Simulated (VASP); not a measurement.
# TlCl (Pm-3m) in VASP: notebook

The runs below take TlCl through single point, with r2SCAN.

All numbers are computed with VASP 6.6.1; they aren't measurements. Logs are shortened: lines on timing, memory, paths and dates and some standing lists are left out, and cuts for length are marked.

## Step 1: The cell of the first run

It takes space group Pm-3m (No. 221, cubic). Conventional cell: a = 3.507 Å, b = 3.507 Å, c = 3.507 Å, α = 90.00°, β = 90.00°, γ = 90.00°. Tl (site symmetry m-3m) has 8 Cl at 3.04 Å and 6 Tl at 3.51 Å within 4.0 Å. Within 4.0 Å of Cl (site symmetry m-3m) lie 8 Tl at 3.04 Å and 6 Cl at 3.51 Å.

## Step 2: Single point, r2SCAN

Contents of POSCAR:

```
TlCl
1.0
    3.5074310918      0.0000000000      0.0000000000
    0.0000000000      3.5074310918      0.0000000000
    0.0000000000      0.0000000000      3.5074310918
Tl Cl
1 1
Direct
    0.0000000000      0.0000000000      0.0000000000
    0.5000000000      0.5000000000      0.5000000000
```

Contents of INCAR.step1:

```
SYSTEM = TlCl
ALGO     = Normal         ! electronic algorithm
EDIFF    = 1E-5           ! SCF threshold, eV
ENCUT    = 550            ! plane-wave cutoff, eV
GGA      = PE             ! functional
GGA_COMPAT= .FALSE.      
ISMEAR   = 0              ! smearing method
LASPH    = .TRUE.         ! aspherical terms in the spheres
LCHARG   = .FALSE.        ! write CHGCAR
LREAL    = .FALSE.        ! projectors in reciprocal space
LWAVE    = .TRUE.         ! write WAVECAR
NBANDS   = 17             ! bands
NELM     = 120            ! most SCF steps
PREC     = Accurate       ! precision mode
SIGMA    = 0.01           ! smearing width, eV
```

Contents of INCAR.step2:

```
SYSTEM = TlCl
ALGO     = Normal         ! electronic algorithm
EDIFF    = 1E-6           ! SCF threshold, eV
ENCUT    = 550            ! plane-wave cutoff, eV
GGA_COMPAT= .FALSE.      
ISIF     = 2              ! what is computed and relaxed
ISMEAR   = 0              ! smearing method
ISTART   = 1            
LASPH    = .TRUE.         ! aspherical terms in the spheres
LCHARG   = .FALSE.        ! write CHGCAR
LMIXTAU  = .TRUE.       
LREAL    = .FALSE.        ! projectors in reciprocal space
LWAVE    = .FALSE.        ! write WAVECAR
METAGGA  = R2SCAN         ! meta-GGA
NBANDS   = 17             ! bands
NELM     = 120            ! most SCF steps
PREC     = Accurate       ! precision mode
SIGMA    = 0.01           ! smearing width, eV
```

Contents of KPOINTS:

```
k-points
0
G
  6 6 6
  0 0 0
```

Potentials or basis: VASP PAW PBE potentials, release 64 (Tl_d, Cl).

On the command line:

```sh
$ cat potpaw_PBE.64/Tl_d/POTCAR potpaw_PBE.64/Cl/POTCAR > POTCAR
$ cp INCAR.step1 INCAR
$ mpirun -np 1 vasp_std > vasp.out
$ cp INCAR.step2 INCAR
$ mpirun -np 1 vasp_std > vasp.out
```

OUTCAR:

```text
SYSTEM = TlCl
   EDIFF = 1E-6
   ENCUT = 550
   ISIF = 2
   ISMEAR = 0
   ISTART = 1
   LASPH = .TRUE.
   LREAL = .FALSE.
   METAGGA = R2SCAN
   NELM = 120
   PREC = Accurate

 ion  position               nearest neighbor table
   1  0.000  0.000  0.000-   2 3.04   2 3.04   2 3.04   2 3.04   2 3.04   2 3.04   2 3.04   2 3.04

   2  0.500  0.500  0.500-   1 3.04   1 3.04   1 3.04   1 3.04   1 3.04   1 3.04   1 3.04   1 3.04

  LATTYP: Found a simple cubic cell.
 ALAT       =     3.5074310918

  Lattice vectors:

 A1 = (   3.5074310918,   0.0000000000,   0.0000000000)
 A2 = (   0.0000000000,   3.5074310918,   0.0000000000)
 A3 = (   0.0000000000,   0.0000000000,   3.5074310918)

Analysis of symmetry for initial positions (statically):
=====================================================================
 Subroutine PRICEL returns:
 Original cell was already a primitive cell.

 Routine SETGRP: Setting up the symmetry group for a
 simple cubic supercell.

 Subroutine GETGRP returns: Found 48 space group operations
 (whereof 48 operations were pure point group operations)
 out of a pool of 48 trial point group operations.

The static configuration has the point symmetry O_h .

Analysis of symmetry for dynamics (positions and initial velocities):
=====================================================================
 Subroutine PRICEL returns:
 Original cell was already a primitive cell.

 Routine SETGRP: Setting up the symmetry group for a
 simple cubic supercell.

 Subroutine GETGRP returns: Found 48 space group operations
 (whereof 48 operations were pure point group operations)
 out of a pool of 48 trial point group operations.

The dynamic configuration has the point symmetry O_h .

 Subroutine INISYM returns: Found 48 space group operations
 (whereof 48 operations are pure point group operations),
 and found     1 'primitive' translations

----------------------------------------------------------------------------------------

                                     Primitive cell

  volume of cell :      43.1487

  direct lattice vectors                    reciprocal lattice vectors
     3.507431092  0.000000000  0.000000000     0.285108951  0.000000000  0.000000000
     0.000000000  3.507431092  0.000000000     0.000000000  0.285108951  0.000000000
     0.000000000  0.000000000  3.507431092     0.000000000  0.000000000  0.285108951

  length of vectors
[... 76 lines left out ...]
   NELM   =    120;   NELMIN=  2; NELMDL=  0     # of ELM steps
   EDIFF  = 0.1E-05   stopping-criterion for ELM
   LREAL  =      F    real-space projection
   EDIFFG = 0.1E-04   stopping-criterion for IOM
   NSW    =      0    number of steps for IOM
   IBRION =     -1    ionic relax: 0-MD 1-quasi-New 2-CG
   NFREE  =      0    steps in history (QN), initial steepest desc. (CG)
   ISIF   =      2    stress and relaxation
   ISYM   =      2    0-nonsym 1-usesym 2-fastsym
   POTIM  = 0.5000    time-step for ionic-motion
   TEBEG  =    0.0;   TEEND  =   0.0 temperature during run
   PSTRESS=    0.0 pullay stress
   NELECT =      20.0000    total number of electrons
   NUPDOWN=      -1.0000    fix difference up-down
   EMIN   =  10.00;   EMAX   =-10.00  energy-range for DOS
   EFERMI =   0.00;   METHOD = LEGACY
   ISMEAR =     0;   SIGMA  =   0.01  broadening in eV -4-tet -1-fermi 0-gaus
   EFERMI_NEDOS =   21; number of points for ismear=-14 and -15
   IALGO  =     38    algorithm
   IMIX   =      4    mixing-type and parameters
     AMIX     =   0.40;   BMIX     =  1.00
     AMIX_MAG =   1.60;   BMIX_MAG =  1.00
  volume/ion in A,a.u.               =      21.57       145.59
  Fermi-wavevector in a.u.,A,eV,Ry     =   1.266958  2.394204 21.839848  1.605184
  Thomas-Fermi vector in A             =   2.400132
   LORBIT       =      0    0 simple, 1 ext, 2 COOP (PROOUT), +10 PAW based schemes
   METAGGA = R2SCAN    functional components
   LHFCALC =     F    Hartree Fock is set to
   AEXX    =    0.0000 exact exchange contribution
   IVDW    =     0    specifies the selected vdW correction
   LEPSILON=     F    determine dielectric tensor
   LRPA    =     F    only Hartree local field effects (RPA)
 non-spin polarized calculation
 Gauss-broadening in eV      SIGMA  =   0.01
  energy-cutoff  :      550.00
  volume of cell :       43.15
 maximum number of plane-waves:      1328
 NGX is ok and might be reduce to    28
   NGX = 13   NGY = 13   NGZ = 13

 number of electron      20.0000002 magnetization

 Free energy of the ion-electron system (eV)
  ---------------------------------------------------
  ext. energy  EPLUGINS =         0.00000000
  ---------------------------------------------------
  free energy    TOTEN  =       -61.06802604 eV

  energy without entropy =      -61.06802604  energy(sigma->0) =      -61.06802604

 E-fermi :   6.1810     XC(G=0): -11.0665

 val. band max:        6.1290207623   @ k =   0.5000   0.0000   0.0000
 cond. band min:       7.6219043011   @ k =   0.5000   0.5000   0.5000
 fundamental gap:      1.4928835388
 Fermi energy:         6.1810171000

 k-point     1 :       0.0000    0.0000    0.0000
  band No.  band energies     occupation
      1     -10.5121      2.00000
      2      -5.2105      2.00000
      3      -5.2105      2.00000
      4      -4.6922      2.00000
      5      -4.6922      2.00000
      6      -4.6922      2.00000
[... 377 lines left out ...]
      4      -5.1903      2.00000
      5      -4.5236      2.00000
      6      -4.5236      2.00000
[... 9 lines left out ...]
     16      21.5113      0.00000
     17      24.0313      0.00000

------------------------ aborting loop because EDIFF is reached ----------------------------------------

  FORCE on cell =-STRESS in cart. coord.  units (eV):
  Direction    XX          YY          ZZ          XY          YZ          ZX
  --------------------------------------------------------------------------------------
  -------------------------------------------------------------------------------------
  Total        4.0247781      4.0247781      4.0247781      0.0000000      0.0000000     -0.0000000
  in kB      149.4462700    149.4462700    149.4462700      0.0000000      0.0000000     -0.0000000
  external PRESSURE =     149.4462700 kB  Pullay stress =       0.0000000 kB

 VOLUME and BASIS-vectors are now :
 -----------------------------------------------------------------------------
  energy-cutoff  :      550.00
  volume of cell :       43.15
      direct lattice vectors                 reciprocal lattice vectors
     3.507431092  0.000000000  0.000000000     0.285108951  0.000000000  0.000000000
     0.000000000  3.507431092  0.000000000     0.000000000  0.285108951  0.000000000
     0.000000000  0.000000000  3.507431092     0.000000000  0.000000000  0.285108951

 POSITION                                       TOTAL-FORCE (eV/Angst)
 -----------------------------------------------------------------------------------
      0.00000      0.00000      0.00000         0.000000      0.000000      0.000000
      1.75372      1.75372      1.75372         0.000000      0.000000      0.000000
 -----------------------------------------------------------------------------------
    total drift:                               -0.000000      0.000000      0.000000

  FREE ENERGIE OF THE ION-ELECTRON SYSTEM (eV)
  ---------------------------------------------------
  free  energy   TOTEN  =       -61.0680260422 eV

  energy  without entropy=      -61.0680260422  energy(sigma->0) =      -61.06802604
```

OSZICAR.step1:

```text
N       E                     dE             d eps       ncg     rms          rms(c)
DAV:   1     0.101775518911E+03    0.10178E+03   -0.10698E+04   728   0.113E+03
DAV:   2    -0.224960841325E+01   -0.10403E+03   -0.99262E+02   846   0.248E+02
DAV:   3    -0.566117433374E+01   -0.34116E+01   -0.34008E+01   814   0.392E+01
DAV:   4    -0.568410924961E+01   -0.22935E-01   -0.22932E-01   877   0.357E+00
DAV:   5    -0.568439630330E+01   -0.28705E-03   -0.28705E-03   864   0.374E-01    0.609E+00
DAV:   6    -0.544938884113E+01    0.23501E+00   -0.41340E-01   739   0.405E+00    0.377E+00
DAV:   7    -0.543556926652E+01    0.13820E-01   -0.94608E-02   823   0.172E+00    0.174E+00
DAV:   8    -0.543538227866E+01    0.18699E-03   -0.11865E-02   791   0.816E-01    0.190E-01
DAV:   9    -0.543520497020E+01    0.17731E-03   -0.58219E-04   784   0.187E-01    0.489E-02
DAV:  10    -0.543524906767E+01   -0.44097E-04   -0.16701E-04   755   0.835E-02    0.195E-02
DAV:  11    -0.543525431592E+01   -0.52482E-05   -0.18180E-05   637   0.336E-02
   1 F= -.54352543E+01 E0= -.54352543E+01  d E =-.300516E-16
```

It took 49 s on 1 thread of Intel Xeon 6975P-C, shared host; peak memory 0.17 GiB.

What came out:

```
Free energy            : -61.0680 eV
Pressure               : 14.9 GPa
Band gap on the k mesh : 1.49 eV, indirect (least direct gap 1.69 eV)
```

Caveat: the PAW data sets were made with another functional, which shifts forces and pressure a little; spin-orbit coupling is left out, which moves the levels of the heavy elements. r2SCAN opens gaps a little over a GGA but as a rule still falls short of measured ones.

(Part 1 of 2 ends here.)
